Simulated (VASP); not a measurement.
# HfO2 (Fm-3m) in VASP: a series of runs

HfO2 is run at these levels: r2SCAN, PBE, LDA, PBEsol; tasks: electric field gradients.

Program: VASP 6.6.1. These are calculated values, not measurements. Logs are shortened: lines on timing, memory, paths and dates and some standing lists are left out, and cuts for length are marked.

## 1. The cell of the first run

It takes space group Fm-3m (No. 225, cubic). The conventional cell has a = 5.115 Å, b = 5.115 Å, c = 5.115 Å, α = 90.00°, β = 90.00°, γ = 90.00°. Hf (site symmetry m-3m) has 8 O at 2.21 Å within 2.9 Å. Within 2.9 Å of O (site symmetry -43m) lie 4 Hf at 2.21 Å and 6 O at 2.56 Å.

## 2. Electric field gradients, r2SCAN

Contents of POSCAR:

```
HfO2
1.0
    0.0000000000      2.5575000000      2.5575000000
    2.5575000000      0.0000000000      2.5575000000
    2.5575000000      2.5575000000      0.0000000000
Hf O
1 2
Direct
    0.0000000000      0.0000000000      0.0000000000
    0.2500000000      0.2500000000      0.2500000000
    0.7500000000      0.7500000000      0.7500000000
```

Contents of INCAR.step1:

```
SYSTEM = HfO2
ALGO = Normal
EDIFF = 1E-4
ENCUT = 520
GGA = PE
ISMEAR = -1
LASPH = .TRUE.
LCHARG = .FALSE.
LREAL = .FALSE.
LWAVE = .TRUE.
NBANDS = 18
NELM = 100
PREC = Accurate
SIGMA = 0.02
```

Contents of INCAR.step2:

```
SYSTEM = HfO2
ALGO = Normal
EDIFF = 1E-8
ENCUT = 520
ISIF = 2
ISMEAR = -1
ISTART = 1
LASPH = .TRUE.
LCHARG = .FALSE.
LEFG = .TRUE.
LMIXTAU = .TRUE.
LREAL = .FALSE.
LWAVE = .FALSE.
METAGGA = R2SCAN
NBANDS = 18
NELM = 100
PREC = Accurate
SIGMA = 0.02
```

Contents of KPOINTS:

```
k-points
0
G
  10 10 10
  0 0 0
```

Potentials or basis: VASP PAW PBE potentials, release 64 (Hf_pv, O).

Run with:

```console
$ cat potpaw_PBE.64/Hf_pv/POTCAR potpaw_PBE.64/O/POTCAR > POTCAR
$ cp INCAR.step1 INCAR
$ mpirun -np 1 vasp_std > vasp.out
$ cp INCAR.step2 INCAR
$ mpirun -np 1 vasp_std > vasp.out
```

OUTCAR:

```text
SYSTEM = HfO2
   EDIFF = 1E-8
   ENCUT = 520
   ISIF = 2
   ISMEAR = -1
   ISTART = 1
   LASPH = .TRUE.
   LREAL = .FALSE.
   METAGGA = R2SCAN
   NELM = 100
   PREC = Accurate

 ion  position               nearest neighbor table
   1  0.000  0.000  0.000-   3 2.21   3 2.21   3 2.21   2 2.21   3 2.21   2 2.21   2 2.21   2 2.21

   2  0.250  0.250  0.250-   1 2.21   1 2.21   1 2.21   1 2.21
   3  0.750  0.750  0.750-   1 2.21   1 2.21   1 2.21   1 2.21

  LATTYP: Found a face centered cubic cell.
 ALAT       =     5.1150000000

  Lattice vectors:

 A1 = (   0.0000000000,   2.5575000000,   2.5575000000)
 A2 = (   2.5575000000,   0.0000000000,   2.5575000000)
 A3 = (   2.5575000000,   2.5575000000,   0.0000000000)

Analysis of symmetry for initial positions (statically):
=====================================================================
 Subroutine PRICEL returns:
 Original cell was already a primitive cell.

 Routine SETGRP: Setting up the symmetry group for a
 face centered cubic supercell.

 Subroutine GETGRP returns: Found 48 space group operations
 (whereof 48 operations were pure point group operations)
 out of a pool of 48 trial point group operations.

The static configuration has the point symmetry O_h .

Analysis of symmetry for dynamics (positions and initial velocities):
=====================================================================
 Subroutine PRICEL returns:
 Original cell was already a primitive cell.

 Routine SETGRP: Setting up the symmetry group for a
 face centered cubic supercell.

 Subroutine GETGRP returns: Found 48 space group operations
 (whereof 48 operations were pure point group operations)
 out of a pool of 48 trial point group operations.

The dynamic configuration has the point symmetry O_h .

 Subroutine INISYM returns: Found 48 space group operations
 (whereof 48 operations are pure point group operations),
 and found     1 'primitive' translations

----------------------------------------------------------------------------------------

                                     Primitive cell

  volume of cell :      33.4562

  direct lattice vectors                    reciprocal lattice vectors
     0.000000000  2.557500000  2.557500000    -0.195503421  0.195503421  0.195503421
     2.557500000  0.000000000  2.557500000     0.195503421 -0.195503421  0.195503421
     2.557500000  2.557500000  0.000000000     0.195503421  0.195503421 -0.195503421

  length of vectors
     3.616851186  3.616851186  3.616851186     0.338621859  0.338621859  0.338621859

  position of ions in fractional coordinates (direct lattice)
     0.000000000  0.000000000  0.000000000
     0.250000000  0.250000000  0.250000000
     0.750000000  0.750000000  0.750000000

  ion indices of the primitive-cell ions
   primitive index   ion index
                 1           1
                 2           2
                 3           3

----------------------------------------------------------------------------------------

 KPOINTS: k-points

Automatic generation of k-mesh.
 Grid dimensions read from file:
 generate k-points for:   10   10   10

 Generating k-lattice:

  Cartesian coordinates                     Fractional coordinates (reciprocal lattice)
    -0.019550342  0.019550342  0.019550342     0.100000000  0.000000000  0.000000000
     0.019550342 -0.019550342  0.019550342     0.000000000  0.100000000  0.000000000
     0.019550342  0.019550342 -0.019550342     0.000000000  0.000000000  0.100000000

  Length of vectors
     0.033862186  0.033862186  0.033862186

  Shift w.r.t. Gamma in fractional coordinates (k-lattice)
     0.000000000  0.000000000  0.000000000

 Subroutine IBZKPT returns following result:
 ===========================================

 Found     47 irreducible k-points:

 Following reciprocal coordinates:
            Coordinates               Weight
  0.000000  0.000000  0.000000      1.000000
  0.100000  0.000000  0.000000      8.000000
  0.200000  0.000000  0.000000      8.000000
  0.300000  0.000000  0.000000      8.000000
  0.400000  0.000000  0.000000      8.000000
  0.500000  0.000000  0.000000      4.000000
[... 16 lines left out ...]
  0.300000  0.300000  0.000000      6.000000
  0.400000  0.300000  0.000000     24.000000
 [... further k-points ...]
   k-points           NKPTS =     47   k-points in BZ     NKDIM =     47   number of bands    NBANDS=     18
   number of dos      NEDOS =    301   number of ions     NIONS =      3
   total plane-waves  NPLWV =  21952
   dimension x,y,z NGX =    28 NGY =   28 NGZ =   28
   dimension x,y,z NGXF=    56 NGYF=   56 NGZF=   56
   ions per type =               1   2
   NGX,Y,Z   is equivalent  to a cutoff of  12.87, 12.87, 12.87 a.u.
   NGXF,Y,Z  is equivalent  to a cutoff of  25.74, 25.74, 25.74 a.u.
 SYSTEM =  HfO2
   PREC   = accura    normal or accurate (medium, high low for compatibility)
   ISTART =      1    job   : 0-new  1-cont  2-samecut
   ICHARG =      0    charge: 1-file 2-atom 10-const
   ISPIN  =      1    spin polarized calculation?
   LNONCOLLINEAR =      F non collinear calculations
   LSORBIT =      F    spin-orbit coupling
   LASPH  =      T    aspherical Exc in radial PAW
   ENCUT  =  520.0 eV  38.22 Ry    6.18 a.u.   6.72  6.72  6.72*2*pi/ulx,y,z
   NELM   =    100;   NELMIN=  2; NELMDL=  0     # of ELM steps
   EDIFF  = 0.1E-07   stopping-criterion for ELM
   LREAL  =      F    real-space projection
   EDIFFG = 0.1E-06   stopping-criterion for IOM
   NSW    =      0    number of steps for IOM
   IBRION =     -1    ionic relax: 0-MD 1-quasi-New 2-CG
   NFREE  =      0    steps in history (QN), initial steepest desc. (CG)
   ISIF   =      2    stress and relaxation
   ISYM   =      2    0-nonsym 1-usesym 2-fastsym
   POTIM  = 0.5000    time-step for ionic-motion
   TEBEG  =    0.0;   TEEND  =   0.0 temperature during run
   PSTRESS=    0.0 pullay stress
   NELECT =      22.0000    total number of electrons
   NUPDOWN=      -1.0000    fix difference up-down
   EMIN   =  10.00;   EMAX   =-10.00  energy-range for DOS
   EFERMI =   0.00;   METHOD = LEGACY
   ISMEAR =    -1;   SIGMA  =   0.02  broadening in eV -4-tet -1-fermi 0-gaus
   EFERMI_NEDOS =   21; number of points for ismear=-14 and -15
   IALGO  =     38    algorithm
   IMIX   =      4    mixing-type and parameters
     AMIX     =   0.40;   BMIX     =  1.00
     AMIX_MAG =   1.60;   BMIX_MAG =  1.00
  volume/ion in A,a.u.               =      11.15        75.26
  Fermi-wavevector in a.u.,A,eV,Ry     =   1.423607  2.690227 27.574337  2.026657
  Thomas-Fermi vector in A             =   2.544186
   LORBIT       =      0    0 simple, 1 ext, 2 COOP (PROOUT), +10 PAW based schemes
   METAGGA = R2SCAN    functional components
   LHFCALC =     F    Hartree Fock is set to
   AEXX    =    0.0000 exact exchange contribution
   IVDW    =     0    specifies the selected vdW correction
   LEPSILON=     F    determine dielectric tensor
   LRPA    =     F    only Hartree local field effects (RPA)
 non-spin polarized calculation
  energy-cutoff  :      520.00
  volume of cell :       33.46
 maximum number of plane-waves:       934
   NGX = 13   NGY = 13   NGZ = 13

 number of electron      21.9999993 magnetization

 Free energy of the ion-electron system (eV)
  ---------------------------------------------------
  ext. energy  EPLUGINS =         0.00000000
  ---------------------------------------------------
  free energy    TOTEN  =       -68.49377891 eV

  energy without entropy =      -68.49377891  energy(sigma->0) =      -68.49377891

 E-fermi :   4.1076     XC(G=0): -12.4246

 val. band max:        3.6885695264   @ k =   0.5000   0.5000   0.0000
 cond. band min:       7.9033766541   @ k =   0.5000   0.5000   0.0000
 fundamental gap:      4.2148071277
 Fermi energy:         4.1076236512

 k-point     1 :       0.0000    0.0000    0.0000
  band No.  band energies     occupation
      1     -27.1038      2.00000
      2     -27.1038      2.00000
      3     -27.1038      2.00000
      4     -15.8758      2.00000
      5     -13.0034      2.00000
      6      -1.5878      2.00000
[... 10 lines left out ...]
     17      14.3420      0.00000
     18      16.1770      0.00000

 k-point     2 :       0.1000    0.0000    0.0000
  band No.  band energies     occupation
      1     -27.1433      2.00000
      2     -27.1080      2.00000
      3     -27.1080      2.00000
      4     -15.7491      2.00000
      5     -13.1071      2.00000
      6      -1.4919      2.00000
[... 10 lines left out ...]
     17      14.1677      0.00000
     18      16.1759      0.00000

 k-point     3 :       0.2000    0.0000    0.0000
  band No.  band energies     occupation
      1     -27.2442      2.00000
      2     -27.1190      2.00000
      3     -27.1190      2.00000
      4     -15.4190      2.00000
      5     -13.3526      2.00000
      6      -1.2340      2.00000
[... 10 lines left out ...]
     17      13.7956      0.00000
     18      16.1724      0.00000

 k-point     4 :       0.3000    0.0000    0.0000
  band No.  band energies     occupation
      1     -27.3642      2.00000
      2     -27.1325      2.00000
      3     -27.1325      2.00000
      4     -15.0277      2.00000
      5     -13.5959      2.00000
      6      -0.9053      2.00000
[... 375 lines left out ...]
      4     -14.8481      2.00000
      5     -13.7061      2.00000
      6      -1.2080      2.00000
[... 10 lines left out ...]
     17      14.2276      0.00000
     18      16.1689      0.00000

 k-point    23 :       0.3000    0.3000    0.0000
  band No.  band energies     occupation
      1     -27.3847      2.00000
      2     -27.1741      2.00000
      3     -27.1741      2.00000
      4     -14.6371      2.00000
      5     -13.8429      2.00000
      6      -1.0848      2.00000
[... 10 lines left out ...]
     17      13.1321      0.00000
     18      16.1709      0.00000

 k-point    24 :       0.4000    0.3000    0.0000
  band No.  band energies     occupation
      1     -27.4365      2.00000
      2     -27.2016      2.00000
      3     -27.1866      2.00000
      4     -14.3395      2.00000
      5     -13.9906      2.00000
      6      -1.6622      2.00000
[... 10 lines left out ...]
     17      14.4197      0.00000
     18      16.1718      0.00000

 [... further k-points ...]

------------------------ aborting loop because EDIFF is reached ----------------------------------------

  FORCE on cell =-STRESS in cart. coord.  units (eV):
  Direction    XX          YY          ZZ          XY          YZ          ZX
  --------------------------------------------------------------------------------------
  -------------------------------------------------------------------------------------
  Total       -2.5220943     -2.5220943     -2.5220943     -0.0000000     -0.0000000      0.0000000
  in kB     -120.7799864   -120.7799864   -120.7799864     -0.0000000     -0.0000000      0.0000000
  external PRESSURE =    -120.7799864 kB  Pullay stress =       0.0000000 kB

 VOLUME and BASIS-vectors are now :
 -----------------------------------------------------------------------------
  energy-cutoff  :      520.00
  volume of cell :       33.46
      direct lattice vectors                 reciprocal lattice vectors
     0.000000000  2.557500000  2.557500000    -0.195503421  0.195503421  0.195503421
     2.557500000  0.000000000  2.557500000     0.195503421 -0.195503421  0.195503421
     2.557500000  2.557500000  0.000000000     0.195503421  0.195503421 -0.195503421

 POSITION                                       TOTAL-FORCE (eV/Angst)
 -----------------------------------------------------------------------------------
      0.00000      0.00000      0.00000        -0.000000      0.000000     -0.000000
      1.27875      1.27875      1.27875        -0.000000     -0.000000     -0.000000
      3.83625      3.83625      3.83625         0.000000      0.000000      0.000000
 -----------------------------------------------------------------------------------
    total drift:                                0.000000      0.000000      0.000000

  FREE ENERGIE OF THE ION-ELECTRON SYSTEM (eV)
  ---------------------------------------------------
  free  energy   TOTEN  =       -68.4937789092 eV

  energy  without entropy=      -68.4937789092  energy(sigma->0) =      -68.49377891

 Electric field gradients (V/A^2)
---------------------------------------------------------------------
 ion       V_xx      V_yy      V_zz      V_xy      V_xz      V_yz
---------------------------------------------------------------------
   1       0.000     0.000    -0.000    -0.000    -0.000    -0.000
   2      -0.000     0.000     0.000    -0.001    -0.001    -0.001
   3      -0.000     0.000     0.000    -0.001    -0.001    -0.001
---------------------------------------------------------------------

 Electric field gradients after diagonalization (V/A^2)
 (convention: |V_zz| > |V_xx| > |V_yy|)
----------------------------------------------------------------------
 ion       V_xx      V_yy      V_zz     asymmetry (V_yy - V_xx)/ V_zz
----------------------------------------------------------------------
   1       0.000     0.000    -0.000       0.000
   2       0.001     0.001    -0.002       0.000
   3       0.001     0.001    -0.002       0.000
----------------------------------------------------------------------

           NMR quadrupolar parameters

 Cq : quadrupolar parameter    Cq=e*Q*V_zz/h
 eta: asymmetry parameters     (V_yy - V_xx)/ V_zz
 Q  : nuclear electric quadrupole moment in mb (millibarn)
----------------------------------------------------------------------
 ion       Cq(MHz)       eta       Q (mb)
----------------------------------------------------------------------
   1      -0.000       0.000       1.000
   2      -0.000       0.000       1.000
   3      -0.000       0.000       1.000
----------------------------------------------------------------------
```

Wall time 3.4 min (1 thread of Intel Xeon 8259CL, shared host); peak memory 0.18 GiB.

Results:

```yaml
Free_energy: -68.4938 eV
Pressure: -12.1 GPa
Band_gap_on_the_k_mesh: 4.21 eV, direct
```

Caveat: without QUAD_EFG the Cq values of the log hold for a quadrupole moment of 1 mb, not for the nuclei; the PAW data sets were made with another functional, which shifts forces and pressure a little; spin-orbit coupling is left out, which moves the levels of the heavy elements.

## 3. Electric field gradients, PBE

Contents of INCAR:

```
SYSTEM = HfO2
  ALGO = Normal
  EDIFF = 1E-8
  ENCUT = 520
  GGA = PE
  ISIF = 2
  ISMEAR = -1
  LASPH = .TRUE.
  LCHARG = .FALSE.
  LEFG = .TRUE.
  LREAL = .FALSE.
  LWAVE = .FALSE.
  NBANDS = 18
  NELM = 60
  PREC = Accurate
  SIGMA = 0.02
```

KPOINTS is that of step 2.

POSCAR is that of step 2.

Potentials or basis: VASP PAW PBE potentials, release 64 (Hf_pv, O).

Run with:

```console
$ cat potpaw_PBE.64/Hf_pv/POTCAR potpaw_PBE.64/O/POTCAR > POTCAR
$ mpirun -np 1 vasp_std > vasp.out
```

OUTCAR:

```text
SYSTEM = HfO2
   EDIFF = 1E-8
   ENCUT = 520
   GGA = PE
   ISIF = 2
   ISMEAR = -1
   LASPH = .TRUE.
   LREAL = .FALSE.
   NELM = 60
   PREC = Accurate

 ion  position               nearest neighbor table
   1  0.000  0.000  0.000-   3 2.21   3 2.21   3 2.21   2 2.21   3 2.21   2 2.21   2 2.21   2 2.21

   2  0.250  0.250  0.250-   1 2.21   1 2.21   1 2.21   1 2.21
   3  0.750  0.750  0.750-   1 2.21   1 2.21   1 2.21   1 2.21

[... 726 lines left out ...]
  free  energy   TOTEN  =       -30.2336043842 eV

  energy  without entropy=      -30.2336043842  energy(sigma->0) =      -30.23360438

 Electric field gradients (V/A^2)
---------------------------------------------------------------------
 ion       V_xx      V_yy      V_zz      V_xy      V_xz      V_yz
---------------------------------------------------------------------
   1       0.000    -0.000    -0.000    -0.000    -0.000    -0.000
   2       0.000     0.000    -0.000    -0.001    -0.001    -0.001
   3       0.000     0.000    -0.000    -0.001    -0.001    -0.001
---------------------------------------------------------------------

 Electric field gradients after diagonalization (V/A^2)
 (convention: |V_zz| > |V_xx| > |V_yy|)
----------------------------------------------------------------------
 ion       V_xx      V_yy      V_zz     asymmetry (V_yy - V_xx)/ V_zz
----------------------------------------------------------------------
   1       0.000     0.000    -0.000       0.000
   2       0.001     0.001    -0.002       0.000
   3       0.001     0.001    -0.002       0.000
----------------------------------------------------------------------

           NMR quadrupolar parameters

 Cq : quadrupolar parameter    Cq=e*Q*V_zz/h
 eta: asymmetry parameters     (V_yy - V_xx)/ V_zz
 Q  : nuclear electric quadrupole moment in mb (millibarn)
----------------------------------------------------------------------
 ion       Cq(MHz)       eta       Q (mb)
----------------------------------------------------------------------
   1      -0.000       0.000       1.000
   2      -0.000       0.000       1.000
   3      -0.000       0.000       1.000
----------------------------------------------------------------------
```

OSZICAR:

```text
N       E                     dE             d eps       ncg     rms          rms(c)
DAV:   1     0.893535616068E+02    0.89354E+02   -0.12682E+04  1692   0.120E+03
DAV:   2    -0.321534753427E+02   -0.12151E+03   -0.11758E+03  2212   0.284E+02
DAV:   3    -0.360417012030E+02   -0.38882E+01   -0.38762E+01  1936   0.451E+01
DAV:   4    -0.360633697803E+02   -0.21669E-01   -0.21665E-01  2066   0.381E+00
DAV:   5    -0.360635123653E+02   -0.14258E-03   -0.14258E-03  1906   0.285E-01    0.453E+01
DAV:   6    -0.303824536470E+02    0.56811E+01   -0.20719E+01  1728   0.321E+01    0.399E+01
DAV:   7    -0.302762455753E+02    0.10621E+00   -0.68376E-01  1912   0.678E+00    0.285E+01
DAV:   8    -0.302598460564E+02    0.16400E-01   -0.34553E-01  1836   0.530E+00    0.101E+01
DAV:   9    -0.302332291095E+02    0.26617E-01   -0.76212E-02  1788   0.236E+00    0.271E+00
DAV:  10    -0.302335584652E+02   -0.32936E-03   -0.35269E-03  1894   0.451E-01    0.135E-01
DAV:  11    -0.302335881047E+02   -0.29640E-04   -0.19247E-04  1932   0.115E-01    0.224E-01
DAV:  12    -0.302336032249E+02   -0.15120E-04   -0.42116E-05  1864   0.432E-02    0.121E-02
DAV:  13    -0.302336041841E+02   -0.95912E-06   -0.14453E-06  2012   0.889E-03    0.298E-03
DAV:  14    -0.302336044205E+02   -0.23640E-06   -0.22975E-07  1842   0.315E-03    0.268E-03
DAV:  15    -0.302336043926E+02    0.27813E-07   -0.93411E-09  1760   0.620E-04    0.315E-04
DAV:  16    -0.302336043842E+02    0.84158E-08   -0.83114E-10  1108   0.221E-04
   1 F= -.30233604E+02 E0= -.30233604E+02  d E =-.681926E-13
```

stdout:

```text
POSCAR found type information on POSCAR HfO
 POSCAR found :  2 types and       3 ions
 scaLAPACK will be used
 LDA part: xc-table for (Slater+PW92), standard interpolation
 POSCAR, INCAR and KPOINTS ok, starting setup
 FFT: planning ... GRIDC
 FFT: planning ... GRID_SOFT
 FFT: planning ... GRID
 WAVECAR not read
 entering main loop
ion   1

ion   2

ion   3
```

It took 17 s on 1 thread of AMD EPYC 9R45 (Zen 5), shared host; peak memory 0.14 GiB.

What came out:

```yaml
Free_energy: -30.2336 eV
Pressure: -6.0 GPa
Band_gap_on_the_k_mesh: 3.73 eV, direct
```

Levels at points of the mesh, in eV from the valence-band top:
| k point | band 9 | band 10 | band 11 | band 12 | band 13 | band 14 |
| --- | --- | --- | --- | --- | --- | --- |
| (0.00, 0.00, 0.00) | -0.59 | -0.59 | -0.59 | 3.81 | 3.81 | 5.62 |
| (0.50, 0.00, 0.00) | -2.67 | -1.80 | -1.80 | 4.51 | 4.51 | 6.74 |
| (0.50, 0.50, 0.00) | -1.48 | -1.48 | 0.00 | 3.73 | 5.36 | 6.39 |

Caveat: without QUAD_EFG the Cq values of the log hold for a quadrupole moment of 1 mb, not for the nuclei; spin-orbit coupling is left out, which moves the levels of the heavy elements. A k mesh can miss the band edges.

[end of part 1 of 2]
